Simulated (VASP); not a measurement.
Al4GeRu, 6 atoms in the cell. Symmetry: P6/mmm, No. 191, hexagonal system. Conventional cell: a = 3.495 Å, b = 3.495 Å, c = 7.597 Å, α = 90.00°, β = 90.00°, γ = 120.00°. Al (site symmetry 3m) has 3 Al at 2.02 Å within 2.7 Å. Ge (site symmetry 6/mmm) has 12 Al at 2.74 Å and 6 Ge at 3.50 Å within 3.6 Å. Within 3.7 Å of Ru (site symmetry 6/mmm) lie 12 Al at 2.80 Å and 6 Ru at 3.50 Å. 

| Property | Result |
| --- | --- |
| Program | VASP 6.6.1 |
| Task | relaxation of cell and atoms |
| Functional | PBE |
| Potentials or basis | VASP PAW PBE potentials, release 64 (Al, Ge_d, Ru_pv) |
| Cutoff | 600 eV |
| k mesh | 6 × 6 × 2 |
| Occupations | gaussian, width 0.1 eV |
| Spin | no spin polarisation |
| Dipole correction | no |
| Further INCAR settings | ALGO = Fast; EDIFF = 1e-06; IBRION = 2; EDIFFG = -0.04; NSW = 90; ISIF = 3 |

Potentials or basis: VASP PAW PBE potentials, release 64 (Al, Ge_d, Ru_pv).

Run with:

```bash
$ cat potpaw_PBE.64/Al/POTCAR potpaw_PBE.64/Ge_d/POTCAR potpaw_PBE.64/Ru_pv/POTCAR > POTCAR
$ mpirun -np 1 vasp_std > vasp.out
```

Hardware: 1 thread of Intel(R) Xeon(R) 6975P-C (Granite Rapids), with other jobs on the host.

Problem. Estimate the wall time of this run.

Solution. Wall time 11 min on 1 thread of Intel(R) Xeon(R) 6975P-C (Granite Rapids), on a shared host, peak memory 0.25 GiB. Counts: scf iterations 456, k points 14, ion steps 16.
